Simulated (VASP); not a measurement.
Wanted: the native input for a VASP 6.6.1 run.

```yaml
Task: single point
Functional: PBEsol
Potentials_or_basis: VASP PAW PBE potentials, release 64 (Ta_pv, N)
Cutoff: 520 eV
k_mesh: 24 × 24 × 20
Occupations: gaussian, width 0.15 eV
Spin: no spin polarisation
Dipole_correction: no
Further_INCAR_settings: ALGO = Normal; EDIFF = 1e-06; NBANDS = 15
```

The structure of TaN lies in POSCAR:

```
TaN
1.0
    2.6900699212      0.0000000000      0.0000000000
   -1.3450349606      2.3296688897      0.0000000000
    0.0000000000      0.0000000000      2.8707276426
Ta N
1 1
Direct
    0.3333333333      0.6666666667      0.5000000000
    0.0000000000      0.0000000000      0.0000000000
```

This cell differs from its parent crystal: strain -0.080 along x and y, +0.000 along z.

The input as run:

INCAR

```
PREC     = Accurate       # precision mode
ENCUT    = 520            # plane-wave cutoff, eV
EDIFF    = 1E-6           # SCF threshold, eV
ISMEAR   = 0              # smearing method
SIGMA    = 0.15           # smearing width, eV
LREAL    = False          # projectors in reciprocal space
LASPH    = True           # aspherical terms in the spheres
NELM     = 80             # most SCF steps
ALGO     = Normal         # electronic algorithm
ISIF     = 2              # what is computed and relaxed
LWAVE    = False          # write WAVECAR
LCHARG   = False          # write CHGCAR
GGA      = PS             # functional
NBANDS   = 15             # bands
```

KPOINTS

```
regular mesh
0
Gamma
  24 24 20
```

Potentials or basis: VASP PAW PBE potentials, release 64 (Ta_pv, N).

The run is started by

```sh
$ cat potpaw_PBE.64/Ta_pv/POTCAR potpaw_PBE.64/N/POTCAR > POTCAR
$ mpirun -np 1 vasp_std > vasp.out
```

Results of the run:

```json
{"Pressure": "86.2 GPa", "Band gap on the k mesh": "zero (band 8 reaches 10.25 eV, above the bottom of band 9 at 9.78 eV)"}
```

Caveat: the cell differs from its parent crystal (strain -0.080 along x and y, +0.000 along z); the PAW data sets were made with another functional, which shifts forces and pressure a little; spin-orbit coupling is left out, which moves the levels of the heavy elements.

It took 83 s on 1 thread of Intel(R) Xeon(R) Platinum 8488C (Sapphire Rapids), on a shared host, peak memory 0.28 GiB.
